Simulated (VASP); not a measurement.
# KZnF3 (P4/mmm) in VASP: notebook

KZnF3 is run at these levels: PBE; tasks: single point.

Everything below comes from runs of VASP 6.6.1. Logs are shortened: lines on timing, memory, paths and dates and some standing lists are left out, and cuts for length are marked.

### 1 The cell of the first run

The structure is tetragonal, space group P4/mmm (No. 123). The conventional cell has a = 4.105 Å, b = 4.105 Å, c = 3.941 Å, α = 90.00°, β = 90.00°, γ = 90.00°. K (site symmetry 4/mmm) has 12 F at 2.85 to 2.90 Å and 8 Zn at 3.51 Å within 3.7 Å. Within 2.6 Å of Zn (site symmetry 4/mmm) lie 6 F at 1.97 to 2.05 Å. Within 2.6 Å of F (site symmetry 4/mmm) lie 2 Zn at 1.97 Å. Within 2.7 Å of F (site symmetry mmm) lie 2 Zn at 2.05 Å.

### 2 Single point, PBE

The input, INCAR:

```
  ALGO = Normal
  EDIFF = 1E-7
  ENCUT = 520
  GGA = PE
  ISIF = 2
  ISMEAR = 0
  LASPH = True
  LCHARG = True
  LELF = True
  LREAL = False
  LVHAR = True
  LWAVE = False
  NBANDS = 29
  NELM = 60
  PREC = Accurate
  SIGMA = 0.05
```

The input, KPOINTS:

```
k-points
0
Gamma
  6 6 6
```

The input, POSCAR:

```
KZnF3
1.0
    4.1054863470      0.0000000000      0.0000000000
    0.0000000000      4.1054863470      0.0000000000
    0.0000000000      0.0000000000      3.9412668931
K Zn F
1 1 3
Direct
    0.0000000000      0.0000000000      0.0000000000
    0.5000000000      0.5000000000      0.5000000000
    0.5000000000      0.5000000000      0.0000000000
    0.0000000000      0.5000000000      0.5000000000
    0.5000000000      0.0000000000      0.5000000000
```

Potentials or basis: VASP PAW PBE potentials, release 64 (K_sv, Zn, F).

Command:

```
> cat potpaw_PBE.64/K_sv/POTCAR potpaw_PBE.64/Zn/POTCAR potpaw_PBE.64/F/POTCAR > POTCAR
> mpirun -np 1 vasp_std > vasp.out
```

OUTCAR:

```text
EDIFF = 1E-7
   ENCUT = 520
   GGA = PE
   ISIF = 2
   ISMEAR = 0
   LASPH = True
   LREAL = False
   NELM = 60
   PREC = Accurate

 ion  position               nearest neighbor table
   1  0.000  0.000  0.000-   4 2.85   5 2.85   4 2.85   5 2.85   4 2.85   4 2.85   5 2.85   5 2.85

   2  0.500  0.500  0.500-   3 1.97   3 1.97   5 2.05   4 2.05   5 2.05   4 2.05
   3  0.500  0.500  0.000-   2 1.97   2 1.97
   4  0.000  0.500  0.500-   2 2.05   2 2.05   1 2.85   1 2.85   1 2.85   1 2.85
   5  0.500  0.000  0.500-   2 2.05   2 2.05   1 2.85   1 2.85   1 2.85   1 2.85

  LATTYP: Found a simple tetragonal cell.
 ALAT       =     4.1054863470
 C/A-ratio  =     0.9600000000

  Lattice vectors:

 A1 = (   4.1054863470,   0.0000000000,   0.0000000000)
 A2 = (   0.0000000000,   4.1054863470,   0.0000000000)
 A3 = (   0.0000000000,   0.0000000000,   3.9412668931)

Analysis of symmetry for initial positions (statically):
=====================================================================
 Subroutine PRICEL returns:
 Original cell was already a primitive cell.

 Routine SETGRP: Setting up the symmetry group for a
 simple tetragonal supercell.

 Subroutine GETGRP returns: Found 16 space group operations
 (whereof 16 operations were pure point group operations)
 out of a pool of 16 trial point group operations.

The static configuration has the point symmetry D_4h.

Analysis of symmetry for dynamics (positions and initial velocities):
=====================================================================
 Subroutine PRICEL returns:
 Original cell was already a primitive cell.

 Routine SETGRP: Setting up the symmetry group for a
 simple tetragonal supercell.

 Subroutine GETGRP returns: Found 16 space group operations
 (whereof 16 operations were pure point group operations)
 out of a pool of 16 trial point group operations.

The dynamic configuration has the point symmetry D_4h.

 Subroutine INISYM returns: Found 16 space group operations
 (whereof 16 operations are pure point group operations),
 and found     1 'primitive' translations

----------------------------------------------------------------------------------------

                                     Primitive cell

  volume of cell :      66.4301

  direct lattice vectors                    reciprocal lattice vectors
     4.105486347  0.000000000  0.000000000     0.243576501  0.000000000  0.000000000
     0.000000000  4.105486347  0.000000000     0.000000000  0.243576501  0.000000000
     0.000000000  0.000000000  3.941266893     0.000000000  0.000000000  0.253725522

  length of vectors
     4.105486347  4.105486347  3.941266893     0.243576501  0.243576501  0.253725522

  position of ions in fractional coordinates (direct lattice)
     0.000000000  0.000000000  0.000000000
     0.500000000  0.500000000  0.500000000
     0.500000000  0.500000000  0.000000000
     0.000000000  0.500000000  0.500000000
     0.500000000  0.000000000  0.500000000

  ion indices of the primitive-cell ions
   primitive index   ion index
                 1           1
                 2           2
                 3           3
                 4           4
                 5           5

----------------------------------------------------------------------------------------

 KPOINTS: k-points

Automatic generation of k-mesh.
 Grid dimensions read from file:
 generate k-points for:    6    6    6

 Generating k-lattice:

  Cartesian coordinates                     Fractional coordinates (reciprocal lattice)
     0.040596084  0.000000000  0.000000000     0.166666667  0.000000000  0.000000000
     0.000000000  0.040596084  0.000000000     0.000000000  0.166666667  0.000000000
     0.000000000  0.000000000  0.042287587     0.000000000  0.000000000  0.166666667

  Length of vectors
     0.040596084  0.040596084  0.042287587

  Shift w.r.t. Gamma in fractional coordinates (k-lattice)
     0.000000000  0.000000000  0.000000000

 Subroutine IBZKPT returns following result:
 ===========================================

 Found     40 irreducible k-points:

 Following reciprocal coordinates:
            Coordinates               Weight
  0.000000  0.000000  0.000000      1.000000
  0.166667  0.000000  0.000000      4.000000
  0.333333  0.000000  0.000000      4.000000
  0.500000  0.000000  0.000000      2.000000
  0.166667  0.166667  0.000000      4.000000
  0.333333  0.166667  0.000000      8.000000
[... 16 lines left out ...]
  0.333333  0.000000  0.333333      8.000000
  0.500000  0.000000  0.333333      4.000000
 [... further k-points ...]
   k-points           NKPTS =     40   k-points in BZ     NKDIM =     40   number of bands    NBANDS=     29
   number of dos      NEDOS =    301   number of ions     NIONS =      5
   total plane-waves  NPLWV =  30720
   dimension x,y,z NGX =    32 NGY =   32 NGZ =   30
   dimension x,y,z NGXF=    64 NGYF=   64 NGZF=   60
   ions per type =               1   1   3
   NGX,Y,Z   is equivalent  to a cutoff of  12.96, 12.96, 12.65 a.u.
   NGXF,Y,Z  is equivalent  to a cutoff of  25.92, 25.92, 25.31 a.u.
 SYSTEM =  unknown system
   PREC   = accura    normal or accurate (medium, high low for compatibility)
   ISTART =      0    job   : 0-new  1-cont  2-samecut
   ICHARG =      2    charge: 1-file 2-atom 10-const
   ISPIN  =      1    spin polarized calculation?
   LNONCOLLINEAR =      F non collinear calculations
   LSORBIT =      F    spin-orbit coupling
   LASPH  =      T    aspherical Exc in radial PAW
   ENCUT  =  520.0 eV  38.22 Ry    6.18 a.u.   7.63  7.63  7.33*2*pi/ulx,y,z
   NELM   =     60;   NELMIN=  2; NELMDL= -5     # of ELM steps
   EDIFF  = 0.1E-06   stopping-criterion for ELM
   LREAL  =      F    real-space projection
   EDIFFG = 0.1E-05   stopping-criterion for IOM
   NSW    =      0    number of steps for IOM
   IBRION =     -1    ionic relax: 0-MD 1-quasi-New 2-CG
   NFREE  =      0    steps in history (QN), initial steepest desc. (CG)
   ISIF   =      2    stress and relaxation
   ISYM   =      2    0-nonsym 1-usesym 2-fastsym
   POTIM  = 0.5000    time-step for ionic-motion
   TEBEG  =    0.0;   TEEND  =   0.0 temperature during run
   PSTRESS=    0.0 pullay stress
   NELECT =      42.0000    total number of electrons
   NUPDOWN=      -1.0000    fix difference up-down
   EMIN   =  10.00;   EMAX   =-10.00  energy-range for DOS
   EFERMI =   0.00;   METHOD = LEGACY
   ISMEAR =     0;   SIGMA  =   0.05  broadening in eV -4-tet -1-fermi 0-gaus
   EFERMI_NEDOS =   21; number of points for ismear=-14 and -15
   IALGO  =     38    algorithm
   IMIX   =      4    mixing-type and parameters
     AMIX     =   0.40;   BMIX     =  1.00
     AMIX_MAG =   1.60;   BMIX_MAG =  1.00
  volume/ion in A,a.u.               =      13.29        89.66
  Fermi-wavevector in a.u.,A,eV,Ry     =   1.405086  2.655228 26.861528  1.974267
  Thomas-Fermi vector in A             =   2.527583
   LORBIT       =      0    0 simple, 1 ext, 2 COOP (PROOUT), +10 PAW based schemes
   GGA     = PE    functional components
   LHFCALC =     F    Hartree Fock is set to
   AEXX    =    0.0000 exact exchange contribution
   IVDW    =     0    specifies the selected vdW correction
   LEPSILON=     F    determine dielectric tensor
   LRPA    =     F    only Hartree local field effects (RPA)
 non-spin polarized calculation
 Gauss-broadening in eV      SIGMA  =   0.05
  energy-cutoff  :      520.00
  volume of cell :       66.43
 maximum number of plane-waves:      1809
 NGX is ok and might be reduce to    32

 number of electron      41.9999992 magnetization

 Free energy of the ion-electron system (eV)
  ---------------------------------------------------
  ext. energy  EPLUGINS =         0.00000000
  ---------------------------------------------------
  free energy    TOTEN  =       -20.24166460 eV

  energy without entropy =      -20.24166460  energy(sigma->0) =      -20.24166460

 E-fermi :  -0.4144     XC(G=0):  -9.8784

 val. band max:       -0.6376993465   @ k =   0.5000   0.5000   0.5000
 cond. band min:       3.0453558004   @ k =   0.0000   0.0000   0.0000
 fundamental gap:      3.6830551469
 Fermi energy:        -0.4144430526

 k-point     1 :       0.0000    0.0000    0.0000
  band No.  band energies     occupation
      1     -27.8521      2.00000
      2     -22.4437      2.00000
      3     -21.7881      2.00000
      4     -21.6379      2.00000
      5     -11.3507      2.00000
      6     -11.3507      2.00000
[... 21 lines left out ...]
     28      10.3632      0.00000
     29      13.1495      0.00000

 k-point     2 :       0.1667    0.0000    0.0000
  band No.  band energies     occupation
      1     -27.8470      2.00000
      2     -22.4240      2.00000
      3     -21.7857      2.00000
      4     -21.6581      2.00000
      5     -11.3459      2.00000
      6     -11.3405      2.00000
[... 21 lines left out ...]
     28      10.4289      0.00000
     29      12.9426      0.00000

 k-point     3 :       0.3333    0.0000    0.0000
  band No.  band energies     occupation
      1     -27.8370      2.00000
      2     -22.3816      2.00000
      3     -21.7790      2.00000
      4     -21.7022      2.00000
      5     -11.3362      2.00000
      6     -11.3199      2.00000
[... 21 lines left out ...]
     28      10.5708      0.00000
     29      12.5410      0.00000

 k-point     4 :       0.5000    0.0000    0.0000
  band No.  band energies     occupation
      1     -27.8319      2.00000
      2     -22.3585      2.00000
      3     -21.7722      2.00000
      4     -21.7295      2.00000
      5     -11.3313      2.00000
      6     -11.3095      2.00000
[... 597 lines left out ...]
     28      10.4206      0.00000
     29      12.4704      0.00000

 k-point    23 :       0.3333    0.0000    0.3333
  band No.  band energies     occupation
      1     -27.8206      2.00000
      2     -22.2257      2.00000
      3     -21.8718      2.00000
      4     -21.7081      2.00000
      5     -11.3930      2.00000
      6     -11.3495      2.00000
[... 21 lines left out ...]
     28      10.5346      0.00000
     29      11.7639      0.00000

 k-point    24 :       0.5000    0.0000    0.3333
  band No.  band energies     occupation
      1     -27.8168      2.00000
      2     -22.2128      2.00000
      3     -21.7985      2.00000
      4     -21.7828      2.00000
      5     -11.3872      2.00000
      6     -11.3867      2.00000
[... 21 lines left out ...]
     28      11.2368      0.00000
     29      11.6526      0.00000

 [... further k-points ...]

------------------------ aborting loop because EDIFF is reached ----------------------------------------

  FORCE on cell =-STRESS in cart. coord.  units (eV):
  Direction    XX          YY          ZZ          XY          YZ          ZX
  --------------------------------------------------------------------------------------
  -------------------------------------------------------------------------------------
  Total        1.5461415      1.5461415      3.2794180      0.0000000      0.0000000      0.0000000
  in kB       37.2902021     37.2902021     79.0937729      0.0000000      0.0000000      0.0000000
  external PRESSURE =      51.2247257 kB  Pullay stress =       0.0000000 kB

 VOLUME and BASIS-vectors are now :
 -----------------------------------------------------------------------------
  energy-cutoff  :      520.00
  volume of cell :       66.43
      direct lattice vectors                 reciprocal lattice vectors
     4.105486347  0.000000000  0.000000000     0.243576501  0.000000000  0.000000000
     0.000000000  4.105486347  0.000000000     0.000000000  0.243576501  0.000000000
     0.000000000  0.000000000  3.941266893     0.000000000  0.000000000  0.253725522

 POSITION                                       TOTAL-FORCE (eV/Angst)
 -----------------------------------------------------------------------------------
      0.00000      0.00000      0.00000         0.000000      0.000000      0.000000
      2.05274      2.05274      1.97063         0.000000      0.000000      0.000000
      2.05274      2.05274      0.00000         0.000000      0.000000      0.000000
      0.00000      2.05274      1.97063         0.000000      0.000000      0.000000
      2.05274      0.00000      1.97063         0.000000      0.000000      0.000000
 -----------------------------------------------------------------------------------
    total drift:                                0.000000     -0.000000     -0.000000

  FREE ENERGIE OF THE ION-ELECTRON SYSTEM (eV)
  ---------------------------------------------------
  free  energy   TOTEN  =       -20.2416645997 eV

  energy  without entropy=      -20.2416645997  energy(sigma->0) =      -20.24166460
```

It took 93 s on 1 thread of Intel Xeon 8259CL, shared host; peak memory 0.23 GiB.

Results:

```
Free energy            : -20.2417 eV
Pressure               : 5.1 GPa
Band gap on the k mesh : 3.68 eV (least direct gap 5.63 eV)
```

Caveat: the cell stands under pressure. A k mesh can miss the band edges.

### 3 Single point, PBE

This run uses another cell than the first one, of the same volume but with other edges.

The input, INCAR:

```
SYSTEM = KZnF3
ALGO = Normal
EDIFF = 1E-7
ENCUT = 520
GGA = PE
ISIF = 2
ISMEAR = 0
LASPH = .True.
LCHARG = .False.
LREAL = .False.
LWAVE = .False.
NBANDS = 29
NELM = 100
PREC = Accurate
SIGMA = 0.05
```

The input, KPOINTS:

```
k-points
0
Gamma
  6 6 6
  0 0 0
```

Edit POSCAR of step 2 so:

```diff
@@ -2,5 +2,5 @@
 1.0
-    4.1054863470      0.0000000000      0.0000000000
-    0.0000000000      4.1054863470      0.0000000000
-    0.0000000000      0.0000000000      3.9412668931
+    3.9846659946      0.0000000000      0.0000000000
+    0.0000000000      3.9846659946      0.0000000000
+    0.0000000000      0.0000000000      4.1838992943
 K Zn F
```

Potentials or basis: VASP PAW PBE potentials, release 64 (K_sv, Zn, F).

Command:

```
> cat potpaw_PBE.64/K_sv/POTCAR potpaw_PBE.64/Zn/POTCAR potpaw_PBE.64/F/POTCAR > POTCAR
> mpirun -np 1 vasp_std > vasp.out
```

Run time: 99 s. Hardware: 1 thread of Intel Xeon 8259CL, shared host; peak memory 0.22 GiB.

It converged, with:

* Free energy: -20.2341 eV
* Pressure: 5.2 GPa
* Band gap on the k mesh: 3.65 eV (least direct gap 5.61 eV)

Stress tensor (GPa, compression positive):
```
6.70 0.00 0.00
0.00 6.70 0.00
0.00 0.00 2.20
```

Levels at points of the mesh, in eV from the valence-band top:
```
           k point  band 18  band 19  band 20  band 21  band 22  band 23  band 24  band 25
(0.00, 0.00, 0.00)    -2.20    -2.00    -1.95    -1.95     3.65     8.46     8.65     9.28
(0.50, 0.00, 0.00)    -2.10    -1.88    -1.85    -1.71     6.53     8.22     9.61    10.66
(0.50, 0.50, 0.00)    -1.96    -1.96    -1.67     0.00     8.03    10.11    10.15    10.15
(0.00, 0.00, 0.50)    -2.23    -1.80    -1.80    -1.75     6.21     8.01     9.29    10.97
(0.50, 0.00, 0.50)    -1.92    -1.92    -1.65    -0.22     7.83     9.78     9.91    10.07
(0.50, 0.50, 0.50)    -1.62    -1.62    -0.29     0.00     8.18     8.31     8.31    10.09
```

Caveat: the cell stands under pressure. A k mesh can miss the band edges.
